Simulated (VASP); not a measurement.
# HgTe (I-4m2) in VASP: a series of runs, part 2 of 2

VASP 6.6.1. The steps go on from the part before.

## (3) Single point, LDA (equal xx and yy strain of -1 %)

Input file INCAR:

```
PREC     = Accurate       # precision mode
ENCUT    = 520            # plane-wave cutoff, eV
EDIFF    = 1E-6           # SCF threshold, eV
ISMEAR   = -1             # smearing method
SIGMA    = 0.03           # smearing width, eV
LREAL    = False          # projectors in reciprocal space
LASPH    = True           # aspherical terms in the spheres
NELM     = 60             # most SCF steps
ALGO     = Normal         # electronic algorithm
ISIF     = 2              # what is computed and relaxed
LWAVE    = False          # write WAVECAR
LCHARG   = True           # write CHGCAR
LELF     = True           # ELF
LVHAR    = True         
NBANDS   = 16             # bands
```

Input file KPOINTS:

```
regular mesh
0
Gamma
  11 11 11
```

Input file POSCAR:

```
HgTe
1.0
    0.0000000000      3.1912650000      3.2235000000
    3.1912650000      0.0000000000      3.2235000000
    3.1912650000      3.1912650000      0.0000000000
Hg Te
1 1
Direct
    0.0000000000      0.0000000000      0.0000000000
    0.7500000000      0.7500000000      0.7500000000
```

Potentials or basis: VASP PAW LDA potentials, release 64 (Hg, Te).

Started as:

```bash
cat potpaw_LDA.64/Hg/POTCAR potpaw_LDA.64/Te/POTCAR > POTCAR
mpirun -np 1 vasp_std > vasp.out
```

OUTCAR:

```text
PREC = Accurate
   ENCUT = 520
   EDIFF = 1E-6
   ISMEAR = -1
   LREAL = False
   LASPH = True
   NELM = 60
   ISIF = 2

 ion  position               nearest neighbor table
   1  0.000  0.000  0.000-   2 2.77   2 2.77   2 2.77   2 2.77
   2  0.750  0.750  0.750-   1 2.77   1 2.77   1 2.77   1 2.77

  LATTYP: Found a body centered tetragonal cell.
 ALAT       =     4.5131302441
 C/A-ratio  =     1.4284985479

  Lattice vectors:

 A1 = (  -3.1912650000,   0.0000000000,   3.2235000000)
 A2 = (   3.1912650000,   0.0000000000,   3.2235000000)
 A3 = (   0.0000000000,   3.1912650000,  -3.2235000000)

Analysis of symmetry for initial positions (statically):
=====================================================================
 Subroutine PRICEL returns:
 Original cell was already a primitive cell.

 Routine SETGRP: Setting up the symmetry group for a
 body centered tetragonal supercell.

 Subroutine GETGRP returns: Found  8 space group operations
 (whereof  8 operations were pure point group operations)
 out of a pool of 16 trial point group operations.

The static configuration has the point symmetry D_2d.

Analysis of symmetry for dynamics (positions and initial velocities):
=====================================================================
 Subroutine PRICEL returns:
 Original cell was already a primitive cell.

 Routine SETGRP: Setting up the symmetry group for a
 body centered tetragonal supercell.

 Subroutine GETGRP returns: Found  8 space group operations
 (whereof  8 operations were pure point group operations)
 out of a pool of 16 trial point group operations.

The dynamic configuration has the point symmetry D_2d.

 Subroutine INISYM returns: Found  8 space group operations
 (whereof  8 operations are pure point group operations),
 and found     1 'primitive' translations

----------------------------------------------------------------------------------------

                                     Primitive cell

  volume of cell :      65.6574

  direct lattice vectors                    reciprocal lattice vectors
     0.000000000  3.191265000  3.223500000    -0.156677681  0.156677681  0.155110904
     3.191265000  0.000000000  3.223500000     0.156677681 -0.156677681  0.155110904
     3.191265000  3.191265000  0.000000000     0.156677681  0.156677681 -0.155110904

  length of vectors
     4.535981101  4.535981101  4.513130244     0.270472150  0.270472150  0.270472150

  position of ions in fractional coordinates (direct lattice)
     0.000000000  0.000000000  0.000000000
     0.750000000  0.750000000  0.750000000

  ion indices of the primitive-cell ions
   primitive index   ion index
                 1           1
                 2           2

----------------------------------------------------------------------------------------

 KPOINTS: regular mesh

Automatic generation of k-mesh.
 Grid dimensions read from file:
 generate k-points for:   11   11   11

 Generating k-lattice:

  Cartesian coordinates                     Fractional coordinates (reciprocal lattice)
    -0.014243426  0.014243426  0.014100991     0.090909091  0.000000000  0.000000000
     0.014243426 -0.014243426  0.014100991     0.000000000  0.090909091  0.000000000
     0.014243426  0.014243426 -0.014100991    -0.000000000 -0.000000000  0.090909091

  Length of vectors
     0.024588377  0.024588377  0.024588377

  Shift w.r.t. Gamma in fractional coordinates (k-lattice)
     0.000000000  0.000000000  0.000000000

 Subroutine IBZKPT returns following result:
 ===========================================

 Found    126 irreducible k-points:

 Following reciprocal coordinates:
            Coordinates               Weight
  0.000000  0.000000  0.000000      1.000000
  0.090909  0.000000  0.000000      8.000000
  0.181818  0.000000  0.000000      8.000000
  0.272727  0.000000  0.000000      8.000000
  0.363636  0.000000  0.000000      8.000000
  0.454545  0.000000  0.000000      8.000000
[... 16 lines left out ...]
 -0.272727  0.181818  0.000000      8.000000
 -0.181818  0.181818  0.000000      4.000000
 [... further k-points ...]
   k-points           NKPTS =    126   k-points in BZ     NKDIM =    126   number of bands    NBANDS=     16
   number of dos      NEDOS =    301   number of ions     NIONS =      2
   total plane-waves  NPLWV =  46656
   dimension x,y,z NGX =    36 NGY =   36 NGZ =   36
   dimension x,y,z NGXF=    72 NGYF=   72 NGZF=   72
   ions per type =               1   1
   NGX,Y,Z   is equivalent  to a cutoff of  13.19, 13.19, 13.26 a.u.
   NGXF,Y,Z  is equivalent  to a cutoff of  26.39, 26.39, 26.52 a.u.
 SYSTEM =  unknown system
   PREC   = accura    normal or accurate (medium, high low for compatibility)
   ISTART =      0    job   : 0-new  1-cont  2-samecut
   ICHARG =      2    charge: 1-file 2-atom 10-const
   ISPIN  =      1    spin polarized calculation?
   LNONCOLLINEAR =      F non collinear calculations
   LSORBIT =      F    spin-orbit coupling
   LASPH  =      T    aspherical Exc in radial PAW
   ENCUT  =  520.0 eV  38.22 Ry    6.18 a.u.   8.43  8.43  8.39*2*pi/ulx,y,z
   NELM   =     60;   NELMIN=  2; NELMDL= -5     # of ELM steps
   EDIFF  = 0.1E-05   stopping-criterion for ELM
   LREAL  =      F    real-space projection
   EDIFFG = 0.1E-04   stopping-criterion for IOM
   NSW    =      0    number of steps for IOM
   IBRION =     -1    ionic relax: 0-MD 1-quasi-New 2-CG
   NFREE  =      0    steps in history (QN), initial steepest desc. (CG)
   ISIF   =      2    stress and relaxation
   ISYM   =      2    0-nonsym 1-usesym 2-fastsym
   POTIM  = 0.5000    time-step for ionic-motion
   TEBEG  =    0.0;   TEEND  =   0.0 temperature during run
   PSTRESS=    0.0 pullay stress
   NELECT =      18.0000    total number of electrons
   NUPDOWN=      -1.0000    fix difference up-down
   EMIN   =  10.00;   EMAX   =-10.00  energy-range for DOS
   EFERMI =   0.00;   METHOD = LEGACY
   ISMEAR =    -1;   SIGMA  =   0.03  broadening in eV -4-tet -1-fermi 0-gaus
   EFERMI_NEDOS =   21; number of points for ismear=-14 and -15
   IALGO  =     38    algorithm
   IMIX   =      4    mixing-type and parameters
     AMIX     =   0.40;   BMIX     =  1.00
     AMIX_MAG =   1.60;   BMIX_MAG =  1.00
  volume/ion in A,a.u.               =      32.83       221.54
  Fermi-wavevector in a.u.,A,eV,Ry     =   1.063501  2.009725 15.388654  1.131034
  Thomas-Fermi vector in A             =   2.198988
   LORBIT       =      0    0 simple, 1 ext, 2 COOP (PROOUT), +10 PAW based schemes
   GGA     = CA    functional components
   LHFCALC =     F    Hartree Fock is set to
   AEXX    =    0.0000 exact exchange contribution
   IVDW    =     0    specifies the selected vdW correction
   LEPSILON=     F    determine dielectric tensor
   LRPA    =     F    only Hartree local field effects (RPA)
 non-spin polarized calculation
  energy-cutoff  :      520.00
  volume of cell :       65.66
 maximum number of plane-waves:      1808
 NGX is ok and might be reduce to    36
   NGX = 17   NGY = 17   NGZ = 17

 number of electron      17.9999998 magnetization

 Free energy of the ion-electron system (eV)
  ---------------------------------------------------
  ext. energy  EPLUGINS =         0.00000000
  ---------------------------------------------------
  free energy    TOTEN  =        -5.03406366 eV

  energy without entropy =       -5.03393428  energy(sigma->0) =       -5.03399897

 E-fermi :   3.2418     XC(G=0):  -9.2231

 val. band max:        3.2204991032   @ k =   0.0000   0.0000   0.0000
 cond. band min:       3.6696699409   @ k =   0.0909   0.0000   0.0000
 fundamental gap:      0.4491708377
 Fermi energy:         3.2417986560

 k-point     1 :       0.0000    0.0000    0.0000
  band No.  band energies     occupation
      1      -9.0392      2.00000
      2      -4.3365      2.00000
      3      -4.3342      2.00000
      4      -4.3342      2.00000
      5      -3.7714      2.00000
      6      -3.7632      2.00000
[... 8 lines left out ...]
     15      12.6904      0.00000
     16      12.8274      0.00000
[... 419 lines left out ...]
 k-point    24 :      -0.1818    0.1818    0.0000
  band No.  band energies     occupation
      1      -8.6478      2.00000
      2      -4.2359      2.00000
      3      -4.2221      2.00000
      4      -4.1254      2.00000
      5      -3.7905      2.00000
      6      -3.7378      2.00000
[... 8 lines left out ...]
     15      12.2564      0.00000
     16      12.4724      0.00000

 [... further k-points ...]

------------------------ aborting loop because EDIFF is reached ----------------------------------------

  FORCE on cell =-STRESS in cart. coord.  units (eV):
  Direction    XX          YY          ZZ          XY          YZ          ZX
  --------------------------------------------------------------------------------------
  -------------------------------------------------------------------------------------
  Total        0.4281648      0.4281648      0.3608196      0.0000000     -0.0000000     -0.0000000
  in kB       10.4481198     10.4481198      8.8047550      0.0000000     -0.0000000     -0.0000000
  external PRESSURE =       9.9003315 kB  Pullay stress =       0.0000000 kB

 VOLUME and BASIS-vectors are now :
 -----------------------------------------------------------------------------
  energy-cutoff  :      520.00
  volume of cell :       65.66
      direct lattice vectors                 reciprocal lattice vectors
     0.000000000  3.191265000  3.223500000    -0.156677681  0.156677681  0.155110904
     3.191265000  0.000000000  3.223500000     0.156677681 -0.156677681  0.155110904
     3.191265000  3.191265000  0.000000000     0.156677681  0.156677681 -0.155110904

 POSITION                                       TOTAL-FORCE (eV/Angst)
 -----------------------------------------------------------------------------------
      0.00000      0.00000      0.00000        -0.000000     -0.000000      0.000000
      4.78690      4.78690      4.83525         0.000000      0.000000     -0.000000
 -----------------------------------------------------------------------------------
    total drift:                               -0.000000     -0.000000      0.000000

  FREE ENERGIE OF THE ION-ELECTRON SYSTEM (eV)
  ---------------------------------------------------
  free  energy   TOTEN  =        -5.0340636572 eV

  energy  without entropy=       -5.0339342832  energy(sigma->0) =       -5.03399897
```

Run time: 55 s. Hardware: 1 thread of AMD EPYC 9R45 (Zen 5), shared host; peak memory 0.24 GiB.

Results:

* Free energy: -5.0341 eV
* Pressure: 1.0 GPa
* Band gap on the k mesh: zero (filled and empty bands touch)

Stress tensor (GPa, compression positive):
```
1.04 0.00 0.00
0.00 1.04 0.00
0.00 0.00 0.88
```

Levels at points of the mesh, in eV from the Fermi level:
| k point | band 7 | band 8 | band 9 | band 10 | band 11 | band 12 |
| --- | --- | --- | --- | --- | --- | --- |
| (0.00, 0.00, 0.00) | -0.83 | -0.06 | -0.02 | -0.02 | 4.07 | 4.07 |

Caveat: the cell differs from its parent crystal (equal xx and yy strain of -1 %); semilocal functionals underestimate gaps, so a narrow gap can read as zero; spin-orbit coupling is left out, which moves the levels of the heavy elements.
